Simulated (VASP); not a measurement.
# Sb2Au3 (R-3m) in VASP: notebook

Sb2Au3 is run at these levels: PBE; tasks: single point, relaxation of cell and atoms.

Everything below comes from runs of VASP 6.6.1. Logs are shortened: lines on timing, memory, paths and dates and some standing lists are left out, and cuts for length are marked.

## (1) The cell of the first run

Symmetry: R-3m, No. 166, trigonal system. Conventional cell: a = 8.740 Å, b = 8.740 Å, c = 6.402 Å, α = 90.00°, β = 90.00°, γ = 120.00°. Sb (site symmetry 3m) has 3 Au at 2.63 Å and 1 Sb at 2.81 Å within 3.5 Å. Within 3.5 Å of Au (site symmetry 2/m) lie 2 Sb at 2.63 Å and 4 Au at 3.30 Å.

## (2) Single point, PBE

Contents of INCAR:

```
SYSTEM = Sb2Au3
  PREC = Accurate
  ENCUT = 520
  EDIFF = 1E-6
  ISMEAR = 0
  SIGMA = 0.1
  LREAL = .FALSE.
  LASPH = .TRUE.
  NELM = 80
  ALGO = Normal
  ISIF = 2
  LWAVE = .FALSE.
  LCHARG = .TRUE.
  GGA = PE
  LELF = .TRUE.
  LVHAR = .TRUE.
  NBANDS = 30
```

Contents of KPOINTS:

```
Automatic mesh
0
G
  3 3 3
  0 0 0
```

Contents of POSCAR:

```
Sb2Au3
1.0
    4.3700288401      2.5230373260      2.1341031611
   -4.3700288401      2.5230373260      2.1341031611
    0.0000000000     -5.0460746555      2.1341031570
Sb Au
2 3
Direct
    0.7195085749      0.7195085749      0.7195085749
    0.2804914251      0.2804914251      0.2804914251
    0.0000000000      0.5000000000      0.0000000000
    0.0000000000      0.0000000000      0.5000000000
    0.5000000000      0.0000000000      0.0000000000
```

Potentials or basis: VASP PAW PBE potentials, release 64 (Sb, Au).

On the command line:

```bash
cat potpaw_PBE.64/Sb/POTCAR potpaw_PBE.64/Au/POTCAR > POTCAR
mpirun -np 1 vasp_std > vasp.out
```

OUTCAR:

```text
SYSTEM = Sb2Au3
   PREC = Accurate
   ENCUT = 520
   EDIFF = 1E-6
   ISMEAR = 0
   LREAL = .FALSE.
   LASPH = .TRUE.
   NELM = 80
   ISIF = 2
   GGA = PE

 ion  position               nearest neighbor table
   1  0.720  0.720  0.720-   4 2.63   3 2.63   5 2.63   2 2.81   2 3.59
   2  0.280  0.280  0.280-   4 2.63   3 2.63   5 2.63   1 2.81   1 3.59
   3  0.000  0.500  0.000-   1 2.63   2 2.63   5 3.30   5 3.30   4 3.30   4 3.30
   4  0.000  0.000  0.500-   1 2.63   2 2.63   3 3.30   5 3.30   3 3.30   5 3.30
   5  0.500  0.000  0.000-   1 2.63   2 2.63   3 3.30   3 3.30   4 3.30   4 3.30

  LATTYP: Found a trigonal (rhomboedric) cell.
 ALAT       =     5.4788014852
 COS(alpha) =    -0.2724111680

  Lattice vectors:

 A1 = (   4.3700288401,   2.5230373260,   2.1341031611)
 A2 = (  -4.3700288401,   2.5230373260,   2.1341031611)
 A3 = (   0.0000000000,  -5.0460746555,   2.1341031570)

Analysis of symmetry for initial positions (statically):
=====================================================================
 Subroutine PRICEL returns:
 Original cell was already a primitive cell.

 Routine SETGRP: Setting up the symmetry group for a
 trigonal (rhombohedral) supercell.

 Subroutine GETGRP returns: Found 12 space group operations
 (whereof 12 operations were pure point group operations)
 out of a pool of 12 trial point group operations.

The static configuration has the point symmetry D_3d.

Analysis of symmetry for dynamics (positions and initial velocities):
=====================================================================
 Subroutine PRICEL returns:
 Original cell was already a primitive cell.

 Routine SETGRP: Setting up the symmetry group for a
 trigonal (rhombohedral) supercell.

 Subroutine GETGRP returns: Found 12 space group operations
 (whereof 12 operations were pure point group operations)
 out of a pool of 12 trial point group operations.

The dynamic configuration has the point symmetry D_3d.

 Subroutine INISYM returns: Found 12 space group operations
 (whereof 12 operations are pure point group operations),
 and found     1 'primitive' translations

----------------------------------------------------------------------------------------

                                     Primitive cell

  volume of cell :     141.1805

  direct lattice vectors                    reciprocal lattice vectors
     4.370028840  2.523037326  2.134103161     0.114415721  0.066057947  0.156193637
    -4.370028840  2.523037326  2.134103161    -0.114415721  0.066057947  0.156193637
     0.000000000 -5.046074656  2.134103157     0.000000000 -0.132115895  0.156193636

  length of vectors
     5.478801485  5.478801485  5.478801485     0.204575320  0.204575320  0.204575320

  position of ions in fractional coordinates (direct lattice)
     0.719508575  0.719508575  0.719508575
     0.280491425  0.280491425  0.280491425
     1.000000000  0.500000000  1.000000000
     1.000000000  1.000000000  0.500000000
     0.500000000  1.000000000  1.000000000

  ion indices of the primitive-cell ions
   primitive index   ion index
                 1           1
                 2           2
                 3           3
                 4           4
                 5           5

----------------------------------------------------------------------------------------

 KPOINTS: Automatic mesh

Automatic generation of k-mesh.
 Grid dimensions read from file:
 generate k-points for:    3    3    3

 Generating k-lattice:

  Cartesian coordinates                     Fractional coordinates (reciprocal lattice)
     0.038138574  0.022019316  0.052064546     0.333333333 -0.000000000  0.000000000
    -0.038138574  0.022019316  0.052064546    -0.000000000  0.333333333  0.000000000
     0.000000000 -0.044038632  0.052064545     0.000000000  0.000000000  0.333333333

  Length of vectors
     0.068191773  0.068191773  0.068191773

  Shift w.r.t. Gamma in fractional coordinates (k-lattice)
     0.000000000  0.000000000  0.000000000

 Subroutine IBZKPT returns following result:
 ===========================================

 Found      6 irreducible k-points:

 Following reciprocal coordinates:
            Coordinates               Weight
  0.000000  0.000000  0.000000      1.000000
  0.333333  0.000000 -0.000000      6.000000
  0.333333  0.333333 -0.000000      6.000000
 -0.333333  0.333333  0.000000      6.000000
  0.333333  0.333333  0.333333      2.000000
 -0.333333  0.333333  0.333333      6.000000
   k-points           NKPTS =      6   k-points in BZ     NKDIM =      6   number of bands    NBANDS=     30
   number of dos      NEDOS =    301   number of ions     NIONS =      5
   total plane-waves  NPLWV =  74088
   dimension x,y,z NGX =    42 NGY =   42 NGZ =   42
   dimension x,y,z NGXF=    84 NGYF=   84 NGZF=   84
   ions per type =               2   3
   NGX,Y,Z   is equivalent  to a cutoff of  12.74, 12.74, 12.74 a.u.
   NGXF,Y,Z  is equivalent  to a cutoff of  25.49, 25.49, 25.49 a.u.
 SYSTEM =  Sb2Au3
   PREC   = accura    normal or accurate (medium, high low for compatibility)
   ISTART =      0    job   : 0-new  1-cont  2-samecut
   ICHARG =      2    charge: 1-file 2-atom 10-const
   ISPIN  =      1    spin polarized calculation?
   LNONCOLLINEAR =      F non collinear calculations
   LSORBIT =      F    spin-orbit coupling
   LASPH  =      T    aspherical Exc in radial PAW
   ENCUT  =  520.0 eV  38.22 Ry    6.18 a.u.  10.19 10.19 10.19*2*pi/ulx,y,z
   NELM   =     80;   NELMIN=  2; NELMDL= -5     # of ELM steps
   EDIFF  = 0.1E-05   stopping-criterion for ELM
   LREAL  =      F    real-space projection
   EDIFFG = 0.1E-04   stopping-criterion for IOM
   NSW    =      0    number of steps for IOM
   IBRION =     -1    ionic relax: 0-MD 1-quasi-New 2-CG
   NFREE  =      0    steps in history (QN), initial steepest desc. (CG)
   ISIF   =      2    stress and relaxation
   ISYM   =      2    0-nonsym 1-usesym 2-fastsym
   POTIM  = 0.5000    time-step for ionic-motion
   TEBEG  =    0.0;   TEEND  =   0.0 temperature during run
   PSTRESS=    0.0 pullay stress
   NELECT =      43.0000    total number of electrons
   NUPDOWN=      -1.0000    fix difference up-down
   EMIN   =  10.00;   EMAX   =-10.00  energy-range for DOS
   EFERMI =   0.00;   METHOD = LEGACY
   ISMEAR =     0;   SIGMA  =   0.10  broadening in eV -4-tet -1-fermi 0-gaus
   EFERMI_NEDOS =   21; number of points for ismear=-14 and -15
   IALGO  =     38    algorithm
   IMIX   =      4    mixing-type and parameters
     AMIX     =   0.40;   BMIX     =  1.00
     AMIX_MAG =   1.60;   BMIX_MAG =  1.00
  volume/ion in A,a.u.               =      28.24       190.55
  Fermi-wavevector in a.u.,A,eV,Ry     =   1.101470  2.081477 16.507087  1.213237
  Thomas-Fermi vector in A             =   2.237898
   LORBIT       =      0    0 simple, 1 ext, 2 COOP (PROOUT), +10 PAW based schemes
   GGA     = PE    functional components
   LHFCALC =     F    Hartree Fock is set to
   AEXX    =    0.0000 exact exchange contribution
   IVDW    =     0    specifies the selected vdW correction
   LEPSILON=     F    determine dielectric tensor
   LRPA    =     F    only Hartree local field effects (RPA)
 non-spin polarized calculation
 Gauss-broadening in eV      SIGMA  =   0.10
  energy-cutoff  :      520.00
  volume of cell :      141.18
 maximum number of plane-waves:      3823
 NGX is ok and might be reduce to    42
   NGX = 21   NGY = 21   NGZ = 21

 number of electron      42.9999998 magnetization

 Free energy of the ion-electron system (eV)
  ---------------------------------------------------
  ext. energy  EPLUGINS =         0.00000000
  ---------------------------------------------------
  free energy    TOTEN  =       -17.31709518 eV

  energy without entropy =      -17.29399609  energy(sigma->0) =      -17.30554563

 E-fermi :   4.5542     XC(G=0):  -9.6297

 val. band max:        4.4962307445   @ k =   0.3333   0.0000  -0.0000
 cond. band min:       4.5876074909   @ k =   0.3333   0.3333  -0.0000
 fundamental gap:      0.0913767464
 Fermi energy:         4.5541978043

 k-point     1 :       0.0000    0.0000    0.0000
  band No.  band energies     occupation
      1      -6.0658      2.00000
      2      -2.6248      2.00000
      3      -0.5459      2.00000
      4      -0.2083      2.00000
      5      -0.2083      2.00000
      6       0.6448      2.00000
[... 22 lines left out ...]
     29      10.1418      0.00000
     30      12.7167      0.00000

 k-point     2 :       0.3333    0.0000   -0.0000
  band No.  band energies     occupation
      1      -5.5349      2.00000
      2      -3.9698      2.00000
      3      -0.2800      2.00000
      4       0.0145      2.00000
      5       0.7435      2.00000
      6       0.7959      2.00000
[... 22 lines left out ...]
     29      10.2451      0.00000
     30      11.4333      0.00000

 k-point     3 :       0.3333    0.3333   -0.0000
  band No.  band energies     occupation
      1      -5.0834      2.00000
      2      -4.4326      2.00000
      3      -0.6101      2.00000
      4      -0.0650      2.00000
      5       0.7022      2.00000
      6       1.0838      2.00000
[... 22 lines left out ...]
     29      11.2170      0.00000
     30      12.3391      0.00000

 k-point     4 :      -0.3333    0.3333    0.0000
  band No.  band energies     occupation
      1      -5.6050      2.00000
      2      -3.5136      2.00000
      3      -0.4772      2.00000
      4      -0.1259      2.00000
      5       0.5597      2.00000
      6       0.7148      2.00000
[... 22 lines left out ...]
     29      10.6274      0.00000
     30      12.1675      0.00000

 k-point     5 :       0.3333    0.3333    0.3333
  band No.  band energies     occupation
      1      -5.3730      2.00000
      2      -3.6589      2.00000
      3      -0.6142      2.00000
      4      -0.6142      2.00000
      5       0.3872      2.00000
      6       0.9880      2.00000
[... 22 lines left out ...]
     29      11.2186      0.00000
     30      12.4323      0.00000

 k-point     6 :      -0.3333    0.3333    0.3333
  band No.  band energies     occupation
      1      -5.4228      2.00000
      2      -3.8217      2.00000
      3      -0.2748      2.00000
      4       0.0217      2.00000
      5       0.3722      2.00000
      6       0.7537      2.00000
[... 22 lines left out ...]
     29      12.6221      0.00000
     30      13.1888      0.00000

------------------------ aborting loop because EDIFF is reached ----------------------------------------

  FORCE on cell =-STRESS in cart. coord.  units (eV):
  Direction    XX          YY          ZZ          XY          YZ          ZX
  --------------------------------------------------------------------------------------
  -------------------------------------------------------------------------------------
  Total        0.0184399      0.0184399     -0.0997865      0.0000000      0.0000000     -0.0000000
  in kB        0.2092635      0.2092635     -1.1324208      0.0000000      0.0000000     -0.0000000
  external PRESSURE =      -0.2379646 kB  Pullay stress =       0.0000000 kB

 VOLUME and BASIS-vectors are now :
 -----------------------------------------------------------------------------
  energy-cutoff  :      520.00
  volume of cell :      141.18
      direct lattice vectors                 reciprocal lattice vectors
     4.370028840  2.523037326  2.134103161     0.114415721  0.066057947  0.156193637
    -4.370028840  2.523037326  2.134103161    -0.114415721  0.066057947  0.156193637
     0.000000000 -5.046074656  2.134103157     0.000000000 -0.132115895  0.156193636

 POSITION                                       TOTAL-FORCE (eV/Angst)
 -----------------------------------------------------------------------------------
      0.00000     -0.00000      4.60652        -0.000000     -0.000000      0.015291
      0.00000     -0.00000      1.79579        -0.000000      0.000000     -0.015291
     -2.18501      1.26152      1.06705        -0.000000      0.000000      0.000000
      0.00000     -2.52304      1.06705         0.000000     -0.000000      0.000000
      2.18501      1.26152      1.06705        -0.000000     -0.000000      0.000000
 -----------------------------------------------------------------------------------
    total drift:                               -0.000000      0.000000     -0.000000

  FREE ENERGIE OF THE ION-ELECTRON SYSTEM (eV)
  ---------------------------------------------------
  free  energy   TOTEN  =       -17.3170951762 eV

  energy  without entropy=      -17.2939960887  energy(sigma->0) =      -17.30554563
```

Run time: 22 s. Hardware: 1 thread of Intel Xeon Platinum 8559C (Emerald Rapids), shared host; peak memory 0.25 GiB.

What came out:

| Item | Value |
| --- | --- |
| Free energy | -17.3171 eV |
| Pressure | 0.0 GPa |
| Largest force | 0.015 eV/Å |

Forces in eV/Å, atoms in the order of the input:
```
Sb   0.000  0.000  0.015
Sb   0.000  0.000 -0.015
Au   0.000  0.000  0.000
Au   0.000  0.000  0.000
Au   0.000  0.000  0.000
```

Caveat: the k points lie up to 0.43 Å⁻¹ apart; spin-orbit coupling is left out, which moves the levels of the heavy elements.

## (3) Single point, PBE

This run uses another cell than the first one, of 32.16 Å³/atom, 1.139 times its volume.

Contents of INCAR:

```
SYSTEM = Sb2Au3
  PREC = Accurate
  ENCUT = 520
  EDIFF = 1E-6
  ISMEAR = 0
  SIGMA = 0.1
  LREAL = .False.
  LASPH = .True.
  NELM = 100
  ALGO = Normal
  ISIF = 2
  LWAVE = .False.
  LCHARG = .False.
  GGA = PE
  NBANDS = 30
```

Contents of KPOINTS:

```
Automatic mesh
0
Gamma
  3 3 3
  0 0 0
```

Contents of POSCAR:

```
Sb2Au3
1.0
    3.8768152400      2.2382803200      3.0885642000
   -3.8768152400      2.2382803200      3.0885642000
    0.0000000000     -4.4765606500      3.0885642000
Sb Au
2 3
Direct
    0.8187567600      0.8187567600      0.8187567600
    0.1812432400      0.1812432400      0.1812432400
    0.0000000000      0.5000000000      0.0000000000
    0.0000000000      0.0000000000      0.5000000000
    0.5000000000      0.0000000000      0.0000000000
```

Potentials or basis: VASP PAW PBE potentials, release 64 (Sb, Au).

On the command line:

```bash
cat potpaw_PBE.64/Sb/POTCAR potpaw_PBE.64/Au/POTCAR > POTCAR
mpirun -np 1 vasp_std > vasp.out
```

Wall time 18 s (1 thread of Intel Xeon Platinum 8559C (Emerald Rapids), shared host); peak memory 0.24 GiB.

It converged, with:

```yaml
Free_energy: -10.4825 eV
Pressure: 31.8 GPa
Largest_force: 0.859 eV/Å
```

Forces in eV/Å, atoms in the order of the input:
```
Sb   0.000  0.000 -0.859
Sb   0.000  0.000  0.859
Au   0.000  0.000  0.000
Au   0.000  0.000  0.000
Au   0.000  0.000  0.000
```

Stress tensor (GPa, compression positive):
```
48.25  0.00  0.00
 0.00 48.25  0.00
 0.00  0.00 -0.94
```

Levels at points of the mesh, in eV from the Fermi level:
```tsv
k point	band 19	band 20	band 21	band 22	band 23	band 24
(0.00, 0.00, 0.00)	-1.64	-1.55	-1.55	0.66	0.94	2.53
```

Caveat: the k points lie up to 0.39 Å⁻¹ apart; spin-orbit coupling is left out, which moves the levels of the heavy elements.

[end of part 1 of 2]
